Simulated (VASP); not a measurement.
Sn, 1 atom in the cell. It takes space group R-3m (No. 166, trigonal). Conventional cell: a = 5.220 Å, b = 5.220 Å, c = 3.787 Å, α = 90.00°, β = 90.00°, γ = 120.00°. Sn (site symmetry -3m) has 14 Sn at 3.27 to 3.93 Å within 4.3 Å.  This cell differs from its parent crystal: strained.

```yaml
Program: VASP 6.6.1
Task: single point
Functional: PBEsol
Potentials_or_basis: VASP PAW PBE potentials, release 64 (Sn_d)
Cutoff: 520 eV
k_mesh: 15 × 15 × 15
Occupations: gaussian, width 0.1 eV
Spin: no spin polarisation
Dipole_correction: no
Further_INCAR_settings: ALGO = Normal; EDIFF = 1e-06; NBANDS = 13
```

Potentials or basis: VASP PAW PBE potentials, release 64 (Sn_d).

Command:

```sh
$ cat potpaw_PBE.64/Sn_d/POTCAR > POTCAR
$ mpirun -np 1 vasp_std > vasp.out
```

Hardware: 1 thread of Intel(R) Xeon(R) 6975P-C (Granite Rapids), with other jobs on the host.

**Question.** Estimate the wall time of this run.

**Answer.** It took 28 s on 1 thread of Intel(R) Xeon(R) 6975P-C (Granite Rapids) (shared host), peak memory 0.24 GiB. Counts: scf iterations 10, k points 344.
